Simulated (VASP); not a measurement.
# ZnAu (Pm-3m) in VASP: notebook

The runs below take ZnAu through single point, with PBE.

All numbers are computed with VASP 6.6.1; they aren't measurements. Logs are shortened: lines on timing, memory, paths and dates and some standing lists are left out, and cuts for length are marked.

**1. The cell of the first run**

Symmetry: Pm-3m, No. 221, cubic system. Conventional cell: a = 3.155 Å, b = 3.155 Å, c = 3.155 Å, α = 90.00°, β = 90.00°, γ = 90.00°. Within 3.6 Å of Zn (site symmetry m-3m) lie 8 Au at 2.73 Å and 6 Zn at 3.15 Å. Within 3.6 Å of Au (site symmetry m-3m) lie 8 Zn at 2.73 Å and 6 Au at 3.15 Å.

**2. Single point, PBE (volume scaled by 0.97)**

INCAR

```
  PREC = Accurate
  ENCUT = 520
  EDIFF = 1E-6
  ISMEAR = 0
  SIGMA = 0.1
  LREAL = False
  LASPH = True
  NELM = 60
  ALGO = Fast
  ISIF = 2
  LWAVE = False
  LCHARG = False
  GGA = PE
  NBANDS = 18
```

KPOINTS

```
regular mesh
0
Gamma
  14 14 14
```

POSCAR

```
ZnAu
1.0
    3.1545058263      0.0000000000      0.0000000000
    0.0000000000      3.1545058263      0.0000000000
    0.0000000000      0.0000000000      3.1545058263
Zn Au
1 1
Direct
    0.5000000000      0.5000000000      0.5000000000
    0.0000000000      0.0000000000      0.0000000000
```

Potentials or basis: VASP PAW PBE potentials, release 64 (Zn, Au).

Started as:

```console
> cat potpaw_PBE.64/Zn/POTCAR potpaw_PBE.64/Au/POTCAR > POTCAR
> mpirun -np 1 vasp_std > vasp.out
```

OUTCAR:

```text
PREC = Accurate
   ENCUT = 520
   EDIFF = 1E-6
   ISMEAR = 0
   LREAL = False
   LASPH = True
   NELM = 60
   ISIF = 2
   GGA = PE

 ion  position               nearest neighbor table
   1  0.500  0.500  0.500-   2 2.73   2 2.73   2 2.73   2 2.73   2 2.73   2 2.73   2 2.73   2 2.73

   2  0.000  0.000  0.000-   1 2.73   1 2.73   1 2.73   1 2.73   1 2.73   1 2.73   1 2.73   1 2.73

  LATTYP: Found a simple cubic cell.
 ALAT       =     3.1545058263

  Lattice vectors:

 A1 = (   3.1545058263,   0.0000000000,   0.0000000000)
 A2 = (   0.0000000000,   3.1545058263,   0.0000000000)
 A3 = (   0.0000000000,   0.0000000000,   3.1545058263)

Analysis of symmetry for initial positions (statically):
=====================================================================
 Subroutine PRICEL returns:
 Original cell was already a primitive cell.

 Routine SETGRP: Setting up the symmetry group for a
 simple cubic supercell.

 Subroutine GETGRP returns: Found 48 space group operations
 (whereof 48 operations were pure point group operations)
 out of a pool of 48 trial point group operations.

The static configuration has the point symmetry O_h .

Analysis of symmetry for dynamics (positions and initial velocities):
=====================================================================
 Subroutine PRICEL returns:
 Original cell was already a primitive cell.

 Routine SETGRP: Setting up the symmetry group for a
 simple cubic supercell.

 Subroutine GETGRP returns: Found 48 space group operations
 (whereof 48 operations were pure point group operations)
 out of a pool of 48 trial point group operations.

The dynamic configuration has the point symmetry O_h .

 Subroutine INISYM returns: Found 48 space group operations
 (whereof 48 operations are pure point group operations),
 and found     1 'primitive' translations

----------------------------------------------------------------------------------------

                                     Primitive cell

  volume of cell :      31.3902

  direct lattice vectors                    reciprocal lattice vectors
     3.154505826  0.000000000  0.000000000     0.317006864  0.000000000  0.000000000
     0.000000000  3.154505826  0.000000000     0.000000000  0.317006864  0.000000000
     0.000000000  0.000000000  3.154505826     0.000000000  0.000000000  0.317006864

[... 75 lines left out ...]
   ISTART =      0    job   : 0-new  1-cont  2-samecut
   ICHARG =      2    charge: 1-file 2-atom 10-const
   ISPIN  =      1    spin polarized calculation?
   LNONCOLLINEAR =      F non collinear calculations
   LSORBIT =      F    spin-orbit coupling
   LASPH  =      T    aspherical Exc in radial PAW
   ENCUT  =  520.0 eV  38.22 Ry    6.18 a.u.   5.87  5.87  5.87*2*pi/ulx,y,z
   NELM   =     60;   NELMIN=  2; NELMDL= -5     # of ELM steps
   EDIFF  = 0.1E-05   stopping-criterion for ELM
   LREAL  =      F    real-space projection
   EDIFFG = 0.1E-04   stopping-criterion for IOM
   NSW    =      0    number of steps for IOM
   IBRION =     -1    ionic relax: 0-MD 1-quasi-New 2-CG
   NFREE  =      0    steps in history (QN), initial steepest desc. (CG)
   ISIF   =      2    stress and relaxation
   ISYM   =      2    0-nonsym 1-usesym 2-fastsym
   POTIM  = 0.5000    time-step for ionic-motion
   TEBEG  =    0.0;   TEEND  =   0.0 temperature during run
   PSTRESS=    0.0 pullay stress
   NELECT =      23.0000    total number of electrons
   NUPDOWN=      -1.0000    fix difference up-down
   EMIN   =  10.00;   EMAX   =-10.00  energy-range for DOS
   EFERMI =   0.00;   METHOD = LEGACY
   ISMEAR =     0;   SIGMA  =   0.10  broadening in eV -4-tet -1-fermi 0-gaus
   EFERMI_NEDOS =   21; number of points for ismear=-14 and -15
   IALGO  =     68    algorithm
   IMIX   =      4    mixing-type and parameters
     AMIX     =   0.40;   BMIX     =  1.00
     AMIX_MAG =   1.60;   BMIX_MAG =  1.00
  volume/ion in A,a.u.               =      15.70       105.92
  Fermi-wavevector in a.u.,A,eV,Ry     =   1.475886  2.789020 29.636742  2.178239
  Thomas-Fermi vector in A             =   2.590480
   LORBIT       =      0    0 simple, 1 ext, 2 COOP (PROOUT), +10 PAW based schemes
   GGA     = PE    functional components
   LHFCALC =     F    Hartree Fock is set to
   AEXX    =    0.0000 exact exchange contribution
   IVDW    =     0    specifies the selected vdW correction
   LEPSILON=     F    determine dielectric tensor
   LRPA    =     F    only Hartree local field effects (RPA)
 non-spin polarized calculation
 RMM-DIIS sequential band-by-band and
 Gauss-broadening in eV      SIGMA  =   0.10
  energy-cutoff  :      520.00
  volume of cell :       31.39
 maximum number of plane-waves:       876
 NGX is ok and might be reduce to    24
   NGX = 11   NGY = 11   NGZ = 11

 number of electron      23.0000010 magnetization

 Free energy of the ion-electron system (eV)
  ---------------------------------------------------
  ext. energy  EPLUGINS =         0.00000000
  ---------------------------------------------------
  free energy    TOTEN  =        -4.73466636 eV

  energy without entropy =       -4.73089995  energy(sigma->0) =       -4.73278316

 E-fermi :   7.0058     XC(G=0): -12.3376

 val. band max:        6.9862196151   @ k =   0.3571   0.2857   0.0714
 cond. band min:       7.0495683450   @ k =   0.5000   0.5000   0.2143
 fundamental gap:      0.0633487299
 Fermi energy:         7.0058355691

 k-point     1 :       0.0000    0.0000    0.0000
  band No.  band energies     occupation
      1      -3.5441      2.00000
      2      -1.0846      2.00000
      3      -1.0846      2.00000
      4      -0.4098      2.00000
      5      -0.4098      2.00000
      6      -0.4098      2.00000
[... 481 lines left out ...]
      5      -0.3932      2.00000
      6      -0.0209      2.00000
[... 10 lines left out ...]
     17      21.2621      0.00000
     18      21.6711      0.00000

 [... further k-points ...]
[... 5 lines left out ...]
  --------------------------------------------------------------------------------------
  -------------------------------------------------------------------------------------
  Total        0.7573852      0.7573852      0.7573852      0.0000000     -0.0000000      0.0000000
  in kB       38.6574653     38.6574653     38.6574653      0.0000000     -0.0000000      0.0000000
  external PRESSURE =      38.6574653 kB  Pullay stress =       0.0000000 kB

 VOLUME and BASIS-vectors are now :
 -----------------------------------------------------------------------------
  energy-cutoff  :      520.00
  volume of cell :       31.39
      direct lattice vectors                 reciprocal lattice vectors
     3.154505826  0.000000000  0.000000000     0.317006864  0.000000000  0.000000000
     0.000000000  3.154505826  0.000000000     0.000000000  0.317006864  0.000000000
     0.000000000  0.000000000  3.154505826     0.000000000  0.000000000  0.317006864

 POSITION                                       TOTAL-FORCE (eV/Angst)
 -----------------------------------------------------------------------------------
      1.57725      1.57725      1.57725         0.000000      0.000000      0.000000
      0.00000      0.00000      0.00000         0.000000      0.000000      0.000000
 -----------------------------------------------------------------------------------
    total drift:                                0.000000      0.000000     -0.000000

  FREE ENERGIE OF THE ION-ELECTRON SYSTEM (eV)
  ---------------------------------------------------
  free  energy   TOTEN  =        -4.7346663623 eV

  energy  without entropy=       -4.7308999511  energy(sigma->0) =       -4.73278316
```

OSZICAR:

```text
N       E                     dE             d eps       ncg     rms          rms(c)
DAV:   1     0.130993518726E+03    0.13099E+03   -0.11449E+04  4480   0.165E+03
DAV:   2     0.282285073501E+00   -0.13071E+03   -0.12471E+03  4364   0.315E+02
DAV:   3    -0.514136787328E+01   -0.54237E+01   -0.53781E+01  4844   0.689E+01
DAV:   4    -0.518767232735E+01   -0.46304E-01   -0.46287E-01  4718   0.562E+00
DAV:   5    -0.518816188359E+01   -0.48956E-03   -0.48954E-03  4598   0.621E-01    0.837E+00
RMM:   6    -0.476712053526E+01    0.42104E+00   -0.88488E-01  4445   0.821E+00    0.538E+00
RMM:   7    -0.474223005850E+01    0.24890E-01   -0.43292E-02  4811   0.183E+00    0.281E+00
RMM:   8    -0.473480026739E+01    0.74298E-02   -0.68947E-03  4781   0.816E-01    0.912E-02
RMM:   9    -0.473466478409E+01    0.13548E-03   -0.16576E-03  5033   0.378E-01    0.126E-01
RMM:  10    -0.473469170785E+01   -0.26924E-04   -0.24310E-04  5350   0.130E-01    0.808E-02
RMM:  11    -0.473467374048E+01    0.17967E-04   -0.52205E-05  5151   0.562E-02    0.409E-02
RMM:  12    -0.473466715588E+01    0.65846E-05   -0.48068E-05  4990   0.711E-02    0.142E-02
RMM:  13    -0.473466636231E+01    0.79357E-06   -0.81347E-06  5068   0.327E-02
   1 F= -.47346664E+01 E0= -.47327832E+01  d E =-.376641E-02
```

stdout:

```text
POSCAR found type information on POSCAR ZnAu
 POSCAR found :  2 types and       2 ions
 scaLAPACK will be used
 LDA part: xc-table for (Slater+PW92), standard interpolation
 POSCAR, INCAR and KPOINTS ok, starting setup
 FFT: planning ... GRIDC
 FFT: planning ... GRID_SOFT
 FFT: planning ... GRID
 WAVECAR not read
 entering main loop
```

Run time: 23 s. Hardware: 1 thread of Intel Xeon Platinum 8488C (Sapphire Rapids), shared host; peak memory 0.19 GiB.

Results:

- Free energy: -4.7347 eV
- Pressure: 3.9 GPa

Caveat: the cell differs from its parent crystal (volume scaled by 0.97); spin-orbit coupling is left out, which moves the levels of the heavy elements.

**3. Single point, PBE**

This run uses another cell than the first one, of 16.18 Å³/atom, 1.031 times its volume.

INCAR

```
SYSTEM = ZnAu
ALGO     = Normal         ! electronic algorithm
EDIFF    = 1E-7           ! SCF threshold, eV
ENCUT    = 520            ! plane-wave cutoff, eV
GGA      = PE             ! functional
ISIF     = 2              ! what is computed and relaxed
ISMEAR   = 0              ! smearing method
LASPH    = .TRUE.         ! aspherical terms in the spheres
LCHARG   = .FALSE.        ! write CHGCAR
LREAL    = .FALSE.        ! projectors in reciprocal space
LWAVE    = .FALSE.        ! write WAVECAR
NBANDS   = 18             ! bands
NELM     = 80             ! most SCF steps
PREC     = Accurate       ! precision mode
SIGMA    = 0.1            ! smearing width, eV
```

KPOINTS

```
k-points
0
G
  14 14 14
  0 0 0
```

POSCAR

```
ZnAu
1.0
    3.1866968846      0.0000000000      0.0000000000
    0.0000000000      3.1866968846      0.0000000000
    0.0000000000      0.0000000000      3.1866968846
Zn Au
1 1
Direct
    0.5000000000      0.5000000000      0.5000000000
    0.0000000000      0.0000000000      0.0000000000
```

Potentials or basis: VASP PAW PBE potentials, release 64 (Zn, Au).

Started as:

```console
> cat potpaw_PBE.64/Zn/POTCAR potpaw_PBE.64/Au/POTCAR > POTCAR
> mpirun -np 1 vasp_std > vasp.out
```

OUTCAR:

```text
SYSTEM = ZnAu
   EDIFF = 1E-7
   ENCUT = 520
   GGA = PE
   ISIF = 2
   ISMEAR = 0
   LASPH = .TRUE.
   LREAL = .FALSE.
   NELM = 80
   PREC = Accurate

 ion  position               nearest neighbor table
   1  0.500  0.500  0.500-   2 2.76   2 2.76   2 2.76   2 2.76   2 2.76   2 2.76   2 2.76   2 2.76

   2  0.000  0.000  0.000-   1 2.76   1 2.76   1 2.76   1 2.76   1 2.76   1 2.76   1 2.76   1 2.76

  LATTYP: Found a simple cubic cell.
 ALAT       =     3.1866968846

  Lattice vectors:

 A1 = (   3.1866968846,   0.0000000000,   0.0000000000)
 A2 = (   0.0000000000,   3.1866968846,   0.0000000000)
 A3 = (   0.0000000000,   0.0000000000,   3.1866968846)

Analysis of symmetry for initial positions (statically):
=====================================================================
 Subroutine PRICEL returns:
 Original cell was already a primitive cell.

 Routine SETGRP: Setting up the symmetry group for a
 simple cubic supercell.

 Subroutine GETGRP returns: Found 48 space group operations
 (whereof 48 operations were pure point group operations)
 out of a pool of 48 trial point group operations.

The static configuration has the point symmetry O_h .

[... 159 lines left out ...]
  energy without entropy =       -4.74341867  energy(sigma->0) =       -4.74523043

 E-fermi :   6.6299     XC(G=0): -12.1646

 val. band max:        6.6134912019   @ k =   0.3571   0.2857   0.0714
 cond. band min:       6.6394882794   @ k =   0.3571   0.3571   0.0714
 fundamental gap:      0.0259970775
 Fermi energy:         6.6298873026

 k-point     1 :       0.0000    0.0000    0.0000
  band No.  band energies     occupation
      1      -3.6319      2.00000
      2      -1.3113      2.00000
      3      -1.3113      2.00000
      4      -0.7041      2.00000
      5      -0.7041      2.00000
      6      -0.7041      2.00000
[... 481 lines left out ...]
      5      -0.6909      2.00000
      6      -0.2828      2.00000
[... 10 lines left out ...]
     17      20.6127      0.00000
     18      21.0702      0.00000

 [... further k-points ...]

------------------------ aborting loop because EDIFF is reached ----------------------------------------

  FORCE on cell =-STRESS in cart. coord.  units (eV):
  Direction    XX          YY          ZZ          XY          YZ          ZX
  --------------------------------------------------------------------------------------
  -------------------------------------------------------------------------------------
  Total        0.0204748      0.0204748      0.0204748      0.0000000     -0.0000000      0.0000000
  in kB        1.0136971      1.0136971      1.0136971      0.0000000     -0.0000000      0.0000000
  external PRESSURE =       1.0136971 kB  Pullay stress =       0.0000000 kB

 VOLUME and BASIS-vectors are now :
 -----------------------------------------------------------------------------
  energy-cutoff  :      520.00
  volume of cell :       32.36
      direct lattice vectors                 reciprocal lattice vectors
     3.186696885  0.000000000  0.000000000     0.313804556  0.000000000  0.000000000
     0.000000000  3.186696885  0.000000000     0.000000000  0.313804556  0.000000000
     0.000000000  0.000000000  3.186696885     0.000000000  0.000000000  0.313804556

 POSITION                                       TOTAL-FORCE (eV/Angst)
 -----------------------------------------------------------------------------------
      1.59335      1.59335      1.59335         0.000000      0.000000      0.000000
      0.00000      0.00000      0.00000         0.000000      0.000000      0.000000
 -----------------------------------------------------------------------------------
    total drift:                                0.000000      0.000000     -0.000000

  FREE ENERGIE OF THE ION-ELECTRON SYSTEM (eV)
  ---------------------------------------------------
  free  energy   TOTEN  =        -4.7470421948 eV

  energy  without entropy=       -4.7434186730  energy(sigma->0) =       -4.74523043
```

OSZICAR:

```text
N       E                     dE             d eps       ncg     rms          rms(c)
DAV:   1     0.129875788886E+03    0.12988E+03   -0.11525E+04  4456   0.163E+03
DAV:   2     0.190638398172E+00   -0.12969E+03   -0.12334E+03  4424   0.309E+02
DAV:   3    -0.513919736507E+01   -0.53298E+01   -0.52966E+01  4738   0.675E+01
DAV:   4    -0.518570555299E+01   -0.46508E-01   -0.46494E-01  4748   0.567E+00
DAV:   5    -0.518622680774E+01   -0.52125E-03   -0.52125E-03  4588   0.635E-01    0.770E+00
DAV:   6    -0.477839849568E+01    0.40783E+00   -0.12039E+00  4608   0.120E+01    0.499E+00
DAV:   7    -0.475490415660E+01    0.23494E-01   -0.27740E-02  5778   0.338E+00    0.271E+00
DAV:   8    -0.474701935612E+01    0.78848E-02   -0.10004E-02  4472   0.102E+00    0.168E-01
DAV:   9    -0.474703165778E+01   -0.12302E-04   -0.33738E-04  5224   0.258E-01    0.809E-02
DAV:  10    -0.474704149359E+01   -0.98358E-05   -0.45147E-05  4670   0.730E-02    0.174E-02
DAV:  11    -0.474704240128E+01   -0.90768E-06   -0.43968E-06  4562   0.337E-02    0.520E-03
DAV:  12    -0.474704219580E+01    0.20547E-06   -0.15171E-07  2942   0.111E-02    0.452E-04
DAV:  13    -0.474704219477E+01    0.10359E-08   -0.33438E-08  2342   0.328E-03
   1 F= -.47470422E+01 E0= -.47452304E+01  d E =-.362352E-02
```

Run time: 22 s. Hardware: 1 thread of Intel Xeon Platinum 8488C (Sapphire Rapids), shared host; peak memory 0.2 GiB.

Results:

* Free energy: -4.7470 eV
* Pressure: 0.1 GPa

Caveat: spin-orbit coupling is left out, which moves the levels of the heavy elements.

(Part 1 of 2 ends here.)
